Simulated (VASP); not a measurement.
# BaZrO3 (Pm-3m) in VASP: a series of runs, part 2 of 2

VASP 6.6.1.

## Step 3: Single point, PBEsol

This run uses another cell than the first one, of 15.02 Å³/atom.

Contents of INCAR:

```
ALGO = Normal
EDIFF = 1E-6
ENCUT = 520
GGA = PS
ISIF = 2
ISMEAR = -1
LASPH = T
LCHARG = F
LREAL = F
LWAVE = F
NBANDS = 28
NELM = 80
PREC = Accurate
SIGMA = 0.05
```

Contents of KPOINTS:

```
k-points
0
Gamma
  6 6 6
```

Contents of POSCAR:

```
BaZrO3
1.0
    4.2190980275      0.0000000000      0.0000000000
    0.0000000000      4.2190980275      0.0000000000
    0.0000000000      0.0000000000      4.2190980275
Ba Zr O
1 1 3
Direct
    0.0000000000      0.0000000000      0.0000000000
    0.5000000000      0.5000000000      0.5000000000
    0.5000000000      0.5000000000      0.0000000000
    0.5000000000      0.0000000000      0.5000000000
    0.0000000000      0.5000000000      0.5000000000
```

Potentials or basis: VASP PAW PBE potentials, release 64 (Ba_sv, Zr_sv, O).

On the command line:

```bash
$ cat potpaw_PBE.64/Ba_sv/POTCAR potpaw_PBE.64/Zr_sv/POTCAR potpaw_PBE.64/O/POTCAR > POTCAR
$ mpirun -np 1 vasp_std > vasp.out
```

OUTCAR:

```text
EDIFF = 1E-6
   ENCUT = 520
   GGA = PS
   ISIF = 2
   ISMEAR = -1
   LASPH = T
   LREAL = F
   NELM = 80
   PREC = Accurate

 ion  position               nearest neighbor table
   1  0.000  0.000  0.000-   3 2.98   4 2.98   5 2.98   4 2.98   5 2.98   3 2.98   5 2.98   5 2.98
                             3 2.98   4 2.98   4 2.98   3 2.98   2 3.65   2 3.65   2 3.65   2 3.65
   2  0.500  0.500  0.500-   3 2.11   4 2.11   5 2.11   3 2.11   4 2.11   5 2.11   1 3.65   1 3.65
                             1 3.65   1 3.65   1 3.65   1 3.65   1 3.65   1 3.65
   3  0.500  0.500  0.000-   2 2.11   2 2.11   1 2.98   1 2.98   1 2.98   1 2.98
   4  0.500  0.000  0.500-   2 2.11   2 2.11   1 2.98   1 2.98   1 2.98   1 2.98
   5  0.000  0.500  0.500-   2 2.11   2 2.11   1 2.98   1 2.98   1 2.98   1 2.98

  LATTYP: Found a simple cubic cell.
 ALAT       =     4.2190980275

  Lattice vectors:

 A1 = (   4.2190980275,   0.0000000000,   0.0000000000)
 A2 = (   0.0000000000,   4.2190980275,   0.0000000000)
 A3 = (   0.0000000000,   0.0000000000,   4.2190980275)

Analysis of symmetry for initial positions (statically):
=====================================================================
 Subroutine PRICEL returns:
 Original cell was already a primitive cell.

 Routine SETGRP: Setting up the symmetry group for a
 simple cubic supercell.

 Subroutine GETGRP returns: Found 48 space group operations
 (whereof 48 operations were pure point group operations)
 out of a pool of 48 trial point group operations.

The static configuration has the point symmetry O_h .

Analysis of symmetry for dynamics (positions and initial velocities):
=====================================================================
 Subroutine PRICEL returns:
 Original cell was already a primitive cell.

 Routine SETGRP: Setting up the symmetry group for a
 simple cubic supercell.

 Subroutine GETGRP returns: Found 48 space group operations
 (whereof 48 operations were pure point group operations)
 out of a pool of 48 trial point group operations.

[... 121 lines left out ...]
     AMIX_MAG =   1.60;   BMIX_MAG =  1.00
  volume/ion in A,a.u.               =      15.02       101.36
  Fermi-wavevector in a.u.,A,eV,Ry     =   1.327013  2.507691 23.959367  1.760964
  Thomas-Fermi vector in A             =   2.456357
   LORBIT       =      0    0 simple, 1 ext, 2 COOP (PROOUT), +10 PAW based schemes
   GGA     = PS    functional components
   LHFCALC =     F    Hartree Fock is set to
   AEXX    =    0.0000 exact exchange contribution
   IVDW    =     0    specifies the selected vdW correction
   LEPSILON=     F    determine dielectric tensor
   LRPA    =     F    only Hartree local field effects (RPA)
 non-spin polarized calculation
  energy-cutoff  :      520.00
  volume of cell :       75.10
 maximum number of plane-waves:      2048
 NGX is ok and might be reduce to    32
   NGX = 15   NGY = 15   NGZ = 15

 number of electron      39.9999989 magnetization

 Free energy of the ion-electron system (eV)
  ---------------------------------------------------
  ext. energy  EPLUGINS =         0.00000000
  ---------------------------------------------------
  free energy    TOTEN  =       -43.60940818 eV

  energy without entropy =      -43.60940818  energy(sigma->0) =      -43.60940818

 E-fermi :   4.5566     XC(G=0): -10.9217

 val. band max:        3.4937598660   @ k =   0.5000   0.5000   0.5000
 cond. band min:       6.5596396682   @ k =   0.0000   0.0000   0.0000
 fundamental gap:      3.0658798022
 Fermi energy:         4.5566317050

 k-point     1 :       0.0000    0.0000    0.0000
  band No.  band energies     occupation
      1     -43.5038      2.00000
      2     -21.8066      2.00000
      3     -21.6863      2.00000
      4     -21.6863      2.00000
      5     -21.6863      2.00000
      6     -12.7611      2.00000
[... 609 lines left out ...]
     27      12.5305      0.00000
     28      12.5305      0.00000

------------------------ aborting loop because EDIFF is reached ----------------------------------------

  FORCE on cell =-STRESS in cart. coord.  units (eV):
  Direction    XX          YY          ZZ          XY          YZ          ZX
  --------------------------------------------------------------------------------------
  -------------------------------------------------------------------------------------
  Total       -1.4869487     -1.4869487     -1.4869487      0.0000000     -0.0000000      0.0000000
  in kB      -31.7210628    -31.7210628    -31.7210628      0.0000000     -0.0000000      0.0000000
  external PRESSURE =     -31.7210628 kB  Pullay stress =       0.0000000 kB

 VOLUME and BASIS-vectors are now :
 -----------------------------------------------------------------------------
  energy-cutoff  :      520.00
  volume of cell :       75.10
      direct lattice vectors                 reciprocal lattice vectors
     4.219098028  0.000000000  0.000000000     0.237017484  0.000000000  0.000000000
     0.000000000  4.219098028  0.000000000     0.000000000  0.237017484  0.000000000
     0.000000000  0.000000000  4.219098028     0.000000000  0.000000000  0.237017484

 POSITION                                       TOTAL-FORCE (eV/Angst)
 -----------------------------------------------------------------------------------
      0.00000      0.00000      0.00000         0.000000      0.000000      0.000000
      2.10955      2.10955      2.10955         0.000000      0.000000      0.000000
      2.10955      2.10955      0.00000         0.000000      0.000000      0.000000
      2.10955      0.00000      2.10955         0.000000      0.000000      0.000000
      0.00000      2.10955      2.10955         0.000000      0.000000      0.000000
 -----------------------------------------------------------------------------------
    total drift:                                0.000000     -0.000000     -0.000000

  FREE ENERGIE OF THE ION-ELECTRON SYSTEM (eV)
  ---------------------------------------------------
  free  energy   TOTEN  =       -43.6094081782 eV

  energy  without entropy=      -43.6094081781  energy(sigma->0) =      -43.60940818
```

OSZICAR:

```text
N       E                     dE             d eps       ncg     rms          rms(c)
DAV:   1     0.299191449885E+03    0.29919E+03   -0.21958E+04  1120   0.140E+03
DAV:   2    -0.300535995789E+02   -0.32925E+03   -0.31978E+03  1392   0.345E+02
DAV:   3    -0.499972715601E+02   -0.19944E+02   -0.19871E+02  1772   0.799E+01
DAV:   4    -0.505313819792E+02   -0.53411E+00   -0.53352E+00  1532   0.105E+01
DAV:   5    -0.505423643771E+02   -0.10982E-01   -0.10981E-01  1580   0.119E+00    0.280E+01
DAV:   6    -0.438210288074E+02    0.67213E+01   -0.34472E+01  1336   0.358E+01    0.128E+01
DAV:   7    -0.436552905623E+02    0.16574E+00   -0.26258E+00  1576   0.886E+00    0.767E+00
DAV:   8    -0.436134531883E+02    0.41837E-01   -0.35575E-01  1336   0.423E+00    0.690E-01
DAV:   9    -0.436091935176E+02    0.42597E-02   -0.56098E-02  1536   0.131E+00    0.537E-01
DAV:  10    -0.436097934654E+02   -0.59995E-03   -0.15266E-02  1512   0.972E-01    0.251E-01
DAV:  11    -0.436093865084E+02    0.40696E-03   -0.20960E-03  1364   0.375E-01    0.329E-02
DAV:  12    -0.436094136878E+02   -0.27179E-04   -0.14728E-04  1424   0.806E-02    0.432E-02
DAV:  13    -0.436094080885E+02    0.55993E-05   -0.20456E-05  1524   0.326E-02    0.401E-03
DAV:  14    -0.436094081782E+02   -0.89668E-07   -0.18787E-06  1068   0.102E-02
   1 F= -.43609408E+02 E0= -.43609408E+02  d E =-.661785E-10
```

It took 65 s on 1 thread of Intel Xeon 8259CL, shared host; peak memory 0.2 GiB.

What came out:

```
Free energy            : -43.6094 eV
Pressure               : -3.2 GPa
Band gap on the k mesh : 3.07 eV (least direct gap 3.31 eV)
```

Levels at points of the mesh, in eV from the valence-band top:
| k point | band 17 | band 18 | band 19 | band 20 | band 21 | band 22 | band 23 | band 24 |
| --- | --- | --- | --- | --- | --- | --- | --- | --- |
| (0.00, 0.00, 0.00) | -0.97 | -0.24 | -0.24 | -0.24 | 3.07 | 3.07 | 3.07 | 4.52 |
| (0.50, 0.00, 0.00) | -1.73 | -1.67 | -0.48 | -0.48 | 3.50 | 5.56 | 5.56 | 6.29 |
| (0.50, 0.50, 0.00) | -0.94 | -0.94 | -0.84 | -0.08 | 5.53 | 5.53 | 6.31 | 6.33 |
| (0.50, 0.50, 0.50) | -2.55 | 0.00 | 0.00 | 0.00 | 5.83 | 5.83 | 5.83 | 6.83 |

Caveat: the cell stands under tension; the PAW data sets were made with another functional, which shifts forces and pressure a little; spin-orbit coupling is left out, which moves the levels of the heavy elements.

## Step 4: Single point, PBEsol

This run uses another cell than the first one, of 15.32 Å³/atom.

Contents of INCAR:

```
SYSTEM = BaZrO3
PREC = Accurate ; ENCUT = 520
EDIFF = 1E-7 ; ISMEAR = -1
SIGMA = 0.05 ; LREAL = .False.
LASPH = .True. ; NELM = 60
ALGO = Normal ; ISIF = 2
LWAVE = .False. ; LCHARG = .True.
GGA = PS ; LELF = .True.
LVHAR = .True. ; NBANDS = 28
```

Contents of KPOINTS:

```
Automatic mesh
0
Gamma
  6 6 6
  0 0 0
```

Edit POSCAR of step 3 so:

```diff
@@ -2,5 +2,5 @@
 1.0
-    4.2190980275      0.0000000000      0.0000000000
-    0.0000000000      4.2190980275      0.0000000000
-    0.0000000000      0.0000000000      4.2190980275
+    4.2464955356      0.0000000000      0.0000000000
+    0.0000000000      4.2464955356      0.0000000000
+    0.0000000000      0.0000000000      4.2464955356
 Ba Zr O
```

On the command line:

```bash
$ cat potpaw_PBE.64/Ba_sv/POTCAR potpaw_PBE.64/Zr_sv/POTCAR potpaw_PBE.64/O/POTCAR > POTCAR
$ mpirun -np 1 vasp_std > vasp.out
```

It took 72 s on 1 thread of Intel Xeon 8259CL, shared host; peak memory 0.2 GiB.

It converged, with:

```yaml
Free_energy: -43.5688 eV
Pressure: -5.9 GPa
Band_gap_on_the_k_mesh: 3.02 eV (least direct gap 3.29 eV)
```

Levels at points of the mesh, in eV from the valence-band top:
```
           k point  band 18  band 19  band 20  band 21  band 22  band 23
(0.00, 0.00, 0.00)    -0.26    -0.26    -0.26     3.02     3.02     3.02
(0.50, 0.00, 0.00)    -1.62    -0.50    -0.50     3.44     5.43     5.43
(0.50, 0.50, 0.00)    -0.94    -0.88    -0.07     5.41     5.41     6.19
(0.50, 0.50, 0.50)     0.00     0.00     0.00     5.75     5.75     5.75
```

Caveat: the cell stands under tension; the PAW data sets were made with another functional, which shifts forces and pressure a little; spin-orbit coupling is left out, which moves the levels of the heavy elements. A k mesh can miss the band edges.

## Step 5: Single point, PBEsol

This run uses another cell than the first one, of 15.61 Å³/atom.

Contents of INCAR:

```
PREC     = Accurate       # precision mode
ENCUT    = 520            # plane-wave cutoff, eV
EDIFF    = 1E-6           # SCF threshold, eV
ISMEAR   = -1             # smearing method
SIGMA    = 0.05           # smearing width, eV
LREAL    = F              # projectors in reciprocal space
LASPH    = T              # aspherical terms in the spheres
NELM     = 100            # most SCF steps
ALGO     = Normal         # electronic algorithm
ISIF     = 2              # what is computed and relaxed
LWAVE    = F              # write WAVECAR
LCHARG   = T              # write CHGCAR
GGA      = PS             # functional
LELF     = T              # ELF
LVHAR    = T            
NBANDS   = 28             # bands
```

Contents of KPOINTS:

```
Automatic mesh
0
Gamma
  6 6 6
```

Edit POSCAR of step 4 so:

```diff
@@ -2,5 +2,5 @@
 1.0
-    4.2464955356      0.0000000000      0.0000000000
-    0.0000000000      4.2464955356      0.0000000000
-    0.0000000000      0.0000000000      4.2464955356
+    4.2735440071      0.0000000000      0.0000000000
+    0.0000000000      4.2735440071      0.0000000000
+    0.0000000000      0.0000000000      4.2735440071
 Ba Zr O
```

On the command line:

```bash
$ cat potpaw_PBE.64/Ba_sv/POTCAR potpaw_PBE.64/Zr_sv/POTCAR potpaw_PBE.64/O/POTCAR > POTCAR
$ mpirun -np 1 vasp_std > vasp.out
```

It took 62 s on 1 thread of Intel Xeon 8259CL, shared host; peak memory 0.2 GiB.

The run converged. Its results:

- Free energy: -43.5042 eV
- Pressure: -8.4 GPa
- Band gap on the k mesh: 2.98 eV (least direct gap 3.26 eV)

Levels at points of the mesh, in eV from the valence-band top:
```tsv
k point	band 18	band 19	band 20	band 21	band 22	band 23
(0.00, 0.00, 0.00)	-0.28	-0.28	-0.28	2.98	2.98	2.98
(0.50, 0.00, 0.00)	-1.57	-0.52	-0.52	3.38	5.31	5.31
(0.50, 0.50, 0.00)	-0.94	-0.92	-0.07	5.29	5.29	6.08
(0.50, 0.50, 0.50)	0.00	0.00	0.00	5.68	5.68	5.68
```

Caveat: the cell stands under tension; the PAW data sets were made with another functional, which shifts forces and pressure a little; spin-orbit coupling is left out, which moves the levels of the heavy elements.

## Step 6: Overview

| cell | gap on the mesh (eV) | pressure (GPa) |
| --- | --- | --- |
| a = 4.163 Å, 5 atoms | 3.15 | 3.3 |
| a = 4.219 Å, 5 atoms | 3.07 | -3.2 |
| a = 4.246 Å, 5 atoms | 3.02 | -5.9 |
| a = 4.274 Å, 5 atoms | 2.98 | -8.4 |

Alike in all rows: task single point; level PBEsol; potentials or basis VASP PAW PBE potentials, release 64 (Ba_sv, Zr_sv, O); no spin polarisation; k mesh 6 × 6 × 6; cutoff (eV) 520; smearing fermi-dirac 0.05 eV.

Caveats: the PAW data sets were made with another functional, which shifts forces and pressure a little; spin-orbit coupling is left out, which moves the levels of the heavy elements; the cell stands under tension (at least some runs); the cell stands under pressure (at least some runs).

Absolute energies hang on the potentials; compare differences alone.
